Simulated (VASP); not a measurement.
Input of a VASP 6.6.1 run:

The input INCAR:

```
SYSTEM = LiF
  ALGO = Normal
  EDIFF = 1E-6
  ENCUT = 520
  GGA = PE
  ISIF = 2
  ISMEAR = 0
  LASPH = .True.
  LCHARG = .False.
  LREAL = .False.
  LWAVE = .False.
  NBANDS = 18
  NELM = 100
  PREC = Accurate
  SIGMA = 0.01
```

KPOINTS

```
k-points
0
Gamma
  9 9 4
  0 0 0
```

POSCAR

```
LiF
1.0
    2.8014787766      0.0000000000      0.0000000000
   -1.4007393883      2.4261517887      0.0000000000
    0.0000000000      0.0000000000      4.8279533423
Li F
2 2
Direct
    0.0000000000      0.0000000000      0.0000000000
    0.0000000000      0.0000000000      0.5000000000
    0.3333333333      0.6666666667      0.2500000000
    0.6666666667      0.3333333333      0.7500000000
```

Potentials or basis: VASP PAW PBE potentials, release 64 (Li_sv, F).

Launch:

```sh
$ cat potpaw_PBE.64/Li_sv/POTCAR potpaw_PBE.64/F/POTCAR > POTCAR
$ mpirun -np 1 vasp_std > vasp.out
```

Problem. Estimate the band gap on the k mesh.

Solution. 8.97 eV, direct.

 A k mesh can miss the band edges.
